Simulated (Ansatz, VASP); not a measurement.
# SrB: VASP beside Ansatz

```
CELL_PARAMETERS angstrom
5.24317 0.00000 0.00000
0.00000 5.24317 0.00000
0.00000 0.00000 5.24317
ATOMIC_POSITIONS crystal
Sr 0.13400 0.13400 0.13400
Sr 0.36600 0.86600 0.63400
Sr 0.63400 0.36600 0.86600
Sr 0.86600 0.63400 0.36600
B 0.84450 0.84450 0.84450
B 0.65550 0.15550 0.34450
B 0.34450 0.65550 0.15550
B 0.15550 0.34450 0.65550
```

Alike in both runs: task relaxation of cell and atoms; functional PBE; k mesh 4 × 4 × 4; occupations gaussian, width 0.1 eV; no spin polarisation.

|  | VASP | Ansatz |
| --- | --- | --- |
| version | VASP 6.6.1 | Ansatz 0.2.0 |
| potentials or method | VASP PAW PBE potentials, release 64 (Sr_sv, B), cutoff 600 eV | scalar-relativistic, plane waves, PAW |
| valence electrons in the cell | 52 | 52 |

```tsv
	VASP	Ansatz	Ansatz less VASP
gap on the k mesh at the Fermi level, each at its own relaxed structure (eV)	none	none	-
relaxed volume (Å³/atom)	23.02	22.95	-0.066
relaxed cell length with the largest relative difference (Å)	5.689	5.684	-0.0055
```

A gap of «none» marks a metal or a gap that the smearing closes.

Noted on VASP's run: the volume moved by over 15 % at a fixed basis, so the end points are rough.
